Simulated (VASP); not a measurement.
# Ta2WS6 (C2/m) in VASP: single point with PBE

Aim: the single point of Ta2WS6 with PBE.

Program: VASP 6.6.1. These are calculated values, not measurements. Logs are shortened: lines on timing, memory, paths and dates and some standing lists are left out, and cuts for length are marked.

### Step 1. The cell of the first run

The structure is monoclinic, space group C2/m (No. 12). The conventional cell has a = 11.774 Å, b = 3.268 Å, c = 9.960 Å, α = 90.00°, β = 115.68°, γ = 90.00°. S (site symmetry m) has 1 W at 2.35 Å and 2 Ta at 2.49 Å and 5 S at 3.11 to 3.27 Å within 3.3 Å. Within 3.6 Å of S (site symmetry m) lie 1 W at 2.33 Å and 2 Ta at 2.48 Å and 9 S at 2.99 to 3.52 Å. Within 3.3 Å of S (site symmetry m) lie 3 Ta at 2.48 to 2.60 Å and 7 S at 2.99 to 3.27 Å. Within 3.1 Å of W (site symmetry 2/m) lie 4 S at 2.33 to 2.35 Å. Within 3.3 Å of Ta (site symmetry m) lie 7 S at 2.48 to 2.60 Å and 2 W at 3.23 Å and 2 Ta at 3.27 Å.

### Step 2. Single point, PBE

Input file INCAR:

```
SYSTEM = Ta2WS6
PREC     = Accurate       ! precision mode
ENCUT    = 500            ! plane-wave cutoff, eV
EDIFF    = 1E-6           ! SCF threshold, eV
ISMEAR   = 0              ! smearing method
SIGMA    = 0.1027         ! smearing width, eV
LREAL    = .FALSE.        ! projectors in reciprocal space
LASPH    = .TRUE.         ! aspherical terms in the spheres
NELM     = 120            ! most SCF steps
ALGO     = Normal         ! electronic algorithm
ISIF     = 2              ! what is computed and relaxed
LWAVE    = .FALSE.        ! write WAVECAR
LCHARG   = .FALSE.        ! write CHGCAR
GGA      = PE             ! functional
NBANDS   = 46             ! bands
GGA_COMPAT= .FALSE.
```

Input file KPOINTS:

```
regular mesh
0
G
  6 6 6
  0 0 0
```

Input file POSCAR:

```
Ta2WS6
1.0
    0.0000000000      3.2684550000      0.0000000000
    5.8871160000     -1.6342280000      0.0000000000
   -1.5709160000      1.6342280000     -8.9764150000
S W Ta
6 1 2
Direct
    0.0112900000      0.7815400000      0.7589600000
    0.9887100000      0.2184600000      0.2410400000
    0.7809600000      0.6891400000      0.1272200000
    0.2190400000      0.3108600000      0.8727800000
    0.3412700000      0.2224500000      0.5399100000
    0.6587300000      0.7775500000      0.4600900000
    0.0000000000      0.0000000000      0.0000000000
    0.3151400000      0.9239500000      0.2936700000
    0.6848600000      0.0760500000      0.7063300000
```

Potentials or basis: VASP PAW PBE potentials, release 64 (S, W_sv, Ta_pv).

Launch:

```sh
cat potpaw_PBE.64/S/POTCAR potpaw_PBE.64/W_sv/POTCAR potpaw_PBE.64/Ta_pv/POTCAR > POTCAR
mpirun -np 1 vasp_std > vasp.out
```

OUTCAR:

```text
SYSTEM = Ta2WS6
   PREC = Accurate
   ENCUT = 500
   EDIFF = 1E-6
   ISMEAR = 0
   LREAL = .FALSE.
   LASPH = .TRUE.
   NELM = 120
   ISIF = 2
   GGA = PE

 ion  position               nearest neighbor table
   1  0.011  0.782  0.759-   7 2.35   9 2.49   9 2.49
   2  0.989  0.218  0.241-   7 2.35   8 2.49   8 2.49
   3  0.781  0.689  0.127-   7 2.33   8 2.48   8 2.48
   4  0.219  0.311  0.873-   7 2.33   9 2.48   9 2.48
   5  0.341  0.222  0.540-   9 2.48   9 2.48   8 2.60
   6  0.659  0.778  0.460-   8 2.48   8 2.48   9 2.60
   7  0.000  0.000  0.000-   3 2.33   4 2.33   1 2.35   2 2.35   9 3.23   8 3.23   9 3.23   8 3.23

   8  0.315  0.924  0.294-   3 2.48   3 2.48   6 2.48   6 2.48   2 2.49   2 2.49   5 2.60   7 3.23
                             7 3.23
   9  0.685  0.076  0.706-   4 2.48   4 2.48   5 2.48   5 2.48   1 2.49   1 2.49   6 2.60   7 3.23
                             7 3.23

  LATTYP: Found a base centered monoclinic cell.
 ALAT       =    11.7742320000
 B/A-ratio  =     0.2775939017
 C/A-ratio  =     0.8459321370
 COS(beta)  =    -0.4333446581

  Lattice vectors:

 A1 = (  -5.8871160000,  -1.6342270000,   0.0000000000)
 A2 = (  -5.8871160000,   1.6342280000,   0.0000000000)
 A3 = (   4.3162000000,   0.0000000000,  -8.9764150000)

Analysis of symmetry for initial positions (statically):
=====================================================================
 Subroutine PRICEL returns:
 Original cell was already a primitive cell.

 Routine SETGRP: Setting up the symmetry group for a
 base centered monoclinic supercell.

 Subroutine GETGRP returns: Found  4 space group operations
 (whereof  4 operations were pure point group operations)
 out of a pool of  4 trial point group operations.

The static configuration has the point symmetry C_2h.

Analysis of symmetry for dynamics (positions and initial velocities):
=====================================================================
 Subroutine PRICEL returns:
 Original cell was already a primitive cell.

 Routine SETGRP: Setting up the symmetry group for a
 base centered monoclinic supercell.

 Subroutine GETGRP returns: Found  4 space group operations
 (whereof  4 operations were pure point group operations)
 out of a pool of  4 trial point group operations.

The dynamic configuration has the point symmetry C_2h.

 Subroutine INISYM returns: Found  4 space group operations
 (whereof  4 operations are pure point group operations),
 and found     1 'primitive' translations

----------------------------------------------------------------------------------------

                                     Primitive cell

  volume of cell :     172.7221

  direct lattice vectors                    reciprocal lattice vectors
     0.000000000  3.268455000  0.000000000     0.084931255  0.305954954  0.040838161
     5.887116000 -1.634228000  0.000000000     0.169862459  0.000000000 -0.029726751
    -1.570916000  1.634228000 -8.976415000     0.000000000  0.000000000 -0.111403049

  length of vectors
     3.268455000  6.109732887  9.258212813     0.320139825  0.172444005  0.111403049

  position of ions in fractional coordinates (direct lattice)
     0.011290000  0.781540000  0.758960000
     0.988710000  0.218460000  0.241040000
     0.780960000  0.689140000  0.127220000
     0.219040000  0.310860000  0.872780000
     0.341270000  0.222450000  0.539910000
     0.658730000  0.777550000  0.460090000
     0.000000000  0.000000000  0.000000000
     0.315140000  0.923950000  0.293670000
     0.684860000  0.076050000  0.706330000

  ion indices of the primitive-cell ions
   primitive index   ion index
                 1           1
                 2           2
                 3           3
                 4           4
                 5           5
                 6           6
                 7           7
                 8           8
                 9           9

----------------------------------------------------------------------------------------

 KPOINTS: regular mesh

Automatic generation of k-mesh.
 Grid dimensions read from file:
 generate k-points for:    6    6    6

 Generating k-lattice:

  Cartesian coordinates                     Fractional coordinates (reciprocal lattice)
     0.014155209  0.050992492  0.006806360     0.166666667  0.000000000 -0.000000000
     0.028310410  0.000000000 -0.004954459     0.000000000  0.166666667  0.000000000
     0.000000000  0.000000000 -0.018567175     0.000000000  0.000000000  0.166666667

  Length of vectors
     0.053356638  0.028740667  0.018567175

  Shift w.r.t. Gamma in fractional coordinates (k-lattice)
     0.000000000  0.000000000  0.000000000

 Subroutine IBZKPT returns following result:
 ===========================================

 Found     68 irreducible k-points:

 Following reciprocal coordinates:
            Coordinates               Weight
  0.000000  0.000000  0.000000      1.000000
  0.166667  0.000000  0.000000      4.000000
  0.333333  0.000000  0.000000      4.000000
  0.500000  0.000000  0.000000      2.000000
  0.000000  0.166667 -0.000000      2.000000
  0.166667  0.166667  0.000000      4.000000
[... 16 lines left out ...]
  0.500000  0.000000  0.166667      4.000000
 -0.333333 -0.000000  0.166667      4.000000
 [... further k-points ...]
   k-points           NKPTS =     68   k-points in BZ     NKDIM =     68   number of bands    NBANDS=     46
   number of dos      NEDOS =    301   number of ions     NIONS =      9
   total plane-waves  NPLWV =  80640
   dimension x,y,z NGX =    24 NGY =   48 NGZ =   70
   dimension x,y,z NGXF=    48 NGYF=   96 NGZF=  140
   ions per type =               6   1   2
   NGX,Y,Z   is equivalent  to a cutoff of  12.21, 13.06, 12.57 a.u.
   NGXF,Y,Z  is equivalent  to a cutoff of  24.41, 26.12, 25.14 a.u.
 SYSTEM =  Ta2WS6
   PREC   = accura    normal or accurate (medium, high low for compatibility)
   ISTART =      0    job   : 0-new  1-cont  2-samecut
   ICHARG =      2    charge: 1-file 2-atom 10-const
   ISPIN  =      1    spin polarized calculation?
   LNONCOLLINEAR =      F non collinear calculations
   LSORBIT =      F    spin-orbit coupling
   LASPH  =      T    aspherical Exc in radial PAW
   ENCUT  =  500.0 eV  36.75 Ry    6.06 a.u.   5.96 11.14 16.88*2*pi/ulx,y,z
   NELM   =    120;   NELMIN=  2; NELMDL= -5     # of ELM steps
   EDIFF  = 0.1E-05   stopping-criterion for ELM
   LREAL  =      F    real-space projection
   EDIFFG = 0.1E-04   stopping-criterion for IOM
   NSW    =      0    number of steps for IOM
   IBRION =     -1    ionic relax: 0-MD 1-quasi-New 2-CG
   NFREE  =      0    steps in history (QN), initial steepest desc. (CG)
   ISIF   =      2    stress and relaxation
   ISYM   =      2    0-nonsym 1-usesym 2-fastsym
   POTIM  = 0.5000    time-step for ionic-motion
   TEBEG  =    0.0;   TEEND  =   0.0 temperature during run
   PSTRESS=    0.0 pullay stress
   NELECT =      72.0000    total number of electrons
   NUPDOWN=      -1.0000    fix difference up-down
   EMIN   =  10.00;   EMAX   =-10.00  energy-range for DOS
   EFERMI =   0.00;   METHOD = LEGACY
   ISMEAR =     0;   SIGMA  =   0.10  broadening in eV -4-tet -1-fermi 0-gaus
   EFERMI_NEDOS =   21; number of points for ismear=-14 and -15
   IALGO  =     38    algorithm
   IMIX   =      4    mixing-type and parameters
     AMIX     =   0.40;   BMIX     =  1.00
     AMIX_MAG =   1.60;   BMIX_MAG =  1.00
  volume/ion in A,a.u.               =      19.19       129.51
  Fermi-wavevector in a.u.,A,eV,Ry     =   1.222934  2.311010 20.348429  1.495567
  Thomas-Fermi vector in A             =   2.358063
   LORBIT       =      0    0 simple, 1 ext, 2 COOP (PROOUT), +10 PAW based schemes
   GGA     = PE    functional components
   LHFCALC =     F    Hartree Fock is set to
   AEXX    =    0.0000 exact exchange contribution
   IVDW    =     0    specifies the selected vdW correction
   LEPSILON=     F    determine dielectric tensor
   LRPA    =     F    only Hartree local field effects (RPA)
 non-spin polarized calculation
 Gauss-broadening in eV      SIGMA  =   0.10
  energy-cutoff  :      500.00
  volume of cell :      172.72
 maximum number of plane-waves:      4418
   NGX = 11   NGY = 23   NGZ = 33

 number of electron      72.0000003 magnetization

 Free energy of the ion-electron system (eV)
  ---------------------------------------------------
  ext. energy  EPLUGINS =         0.00000000
  ---------------------------------------------------
  free energy    TOTEN  =       -67.53994486 eV

  energy without entropy =      -67.51031588  energy(sigma->0) =      -67.52513037

 E-fermi :   5.4654     XC(G=0): -10.5278

 val. band max:        5.4639913702   @ k =  -0.1667  -0.1667   0.1667
 cond. band min:       5.4744801372   @ k =   0.5000   0.3333   0.0000
 fundamental gap:      0.0104887670
 Fermi energy:         5.4653856301

 k-point     1 :       0.0000    0.0000    0.0000
  band No.  band energies     occupation
      1     -68.9876      2.00000
      2     -33.3411      2.00000
      3     -33.2706      2.00000
      4     -32.9266      2.00000
      5     -29.4935      2.00000
      6     -29.4911      2.00000
[... 38 lines left out ...]
     45       9.2415      0.00000
     46       9.3460      0.00000

 k-point     2 :       0.1667    0.0000    0.0000
  band No.  band energies     occupation
      1     -68.9864      2.00000
      2     -33.3375      2.00000
      3     -33.2672      2.00000
      4     -32.9620      2.00000
      5     -29.5010      2.00000
      6     -29.4988      2.00000
[... 38 lines left out ...]
     45       9.0272      0.00000
     46       9.1144      0.00000

 k-point     3 :       0.3333    0.0000    0.0000
  band No.  band energies     occupation
      1     -68.9840      2.00000
      2     -33.3302      2.00000
      3     -33.2605      2.00000
      4     -33.0322      2.00000
      5     -29.6323      2.00000
      6     -29.6302      2.00000
[... 1018 lines left out ...]
     45       9.4228      0.00000
     46       9.8069      0.00000

 k-point    24 :      -0.3333   -0.0000    0.1667
  band No.  band energies     occupation
      1     -68.9840      2.00000
      2     -33.3302      2.00000
      3     -33.2605      2.00000
      4     -33.0322      2.00000
      5     -29.6329      2.00000
      6     -29.6296      2.00000
[... 38 lines left out ...]
     45       9.2361      0.00000
     46       9.6254      0.00000

 [... further k-points ...]

------------------------ aborting loop because EDIFF is reached ----------------------------------------

  FORCE on cell =-STRESS in cart. coord.  units (eV):
  Direction    XX          YY          ZZ          XY          YZ          ZX
  --------------------------------------------------------------------------------------
  -------------------------------------------------------------------------------------
  Total        9.4611242      0.5168689      2.5199815     -0.0000008      0.0000000     -1.2600180
  in kB       87.7617553      4.7944962     23.3754458     -0.0000070      0.0000000    -11.6879755
  external PRESSURE =      38.6438991 kB  Pullay stress =       0.0000000 kB

 VOLUME and BASIS-vectors are now :
 -----------------------------------------------------------------------------
  energy-cutoff  :      500.00
  volume of cell :      172.72
      direct lattice vectors                 reciprocal lattice vectors
     0.000000000  3.268455000  0.000000000     0.084931255  0.305954954  0.040838161
     5.887116000 -1.634228000  0.000000000     0.169862459  0.000000000 -0.029726751
    -1.570916000  1.634228000 -8.976415000     0.000000000  0.000000000 -0.111403049

 POSITION                                       TOTAL-FORCE (eV/Angst)
 -----------------------------------------------------------------------------------
      3.40875     -0.00000     -6.81274        -0.868557      0.000000      0.348008
      0.90745      3.26846     -2.16368         0.868557     -0.000000     -0.348008
      3.85720      1.63423     -1.14198        -1.169074      0.000000      0.077922
      0.45900      1.63423     -7.83444         1.169074     -0.000000     -0.077922
      0.46144      1.63423     -4.84646         0.099667     -0.000000     -0.110814
      3.85476      1.63423     -4.12996        -0.099667      0.000000      0.110814
      0.00000      0.00000      0.00000        -0.000000      0.000000      0.000000
      4.97807     -0.00000     -2.63610         0.406169     -0.000000     -0.154423
     -0.66187      3.26846     -6.34031        -0.406169      0.000000      0.154423
 -----------------------------------------------------------------------------------
    total drift:                               -0.000000     -0.000000      0.000000

  FREE ENERGIE OF THE ION-ELECTRON SYSTEM (eV)
  ---------------------------------------------------
  free  energy   TOTEN  =       -67.5399448649 eV

  energy  without entropy=      -67.5103158800  energy(sigma->0) =      -67.52513037
```

It took 14 min on 1 thread of AMD EPYC 7R43 (Zen 3), shared host; peak memory 0.52 GiB.

What came out:

```yaml
Free_energy: -67.5399 eV
Pressure: 3.9 GPa
Largest_force: 1.172 eV/Å
Band_gap_on_the_k_mesh: zero (bands 36 and 37 overlap by 0.32 eV)
```

Forces on the atoms (eV/Å):
```
S   -0.869  0.000  0.348
S    0.869  0.000 -0.348
S   -1.169  0.000  0.078
S    1.169  0.000 -0.078
S    0.100  0.000 -0.111
S   -0.100  0.000  0.111
W    0.000  0.000  0.000
Ta   0.406  0.000 -0.154
Ta  -0.406  0.000  0.154
```

Levels at points of the mesh, in eV from the Fermi level:
```csv
k point,band 32,band 33,band 34,band 35,band 36,band 37,band 38,band 39,band 40,band 41
"(0.00, 0.00, 0.00)",-1.66,-1.14,-0.78,-0.51,-0.08,0.67,0.79,1.35,1.87,1.90
"(0.50, 0.00, 0.00)",-1.58,-1.46,-1.42,-1.19,-0.22,-0.09,1.02,2.66,2.96,3.02
"(0.00, 0.50, 0.00)",-1.76,-1.68,-1.31,-0.46,-0.17,0.47,0.78,0.88,1.81,1.86
"(0.50, 0.50, 0.00)",-1.75,-1.64,-1.36,-1.21,-0.17,0.05,1.14,2.44,3.03,3.12
"(0.00, 0.00, 0.50)",-1.28,-1.20,-1.13,-0.52,0.13,0.47,1.02,1.24,1.75,1.92
"(0.00, 0.50, 0.50)",-1.89,-1.68,-1.48,-0.54,-0.54,0.52,1.02,1.16,1.84,2.13
```

Caveat: the cell stands under pressure; spin-orbit coupling is left out, which moves the levels of the heavy elements; forces of over 1 eV/Å act on the atoms, so gaps and moduli don't describe the material at rest.
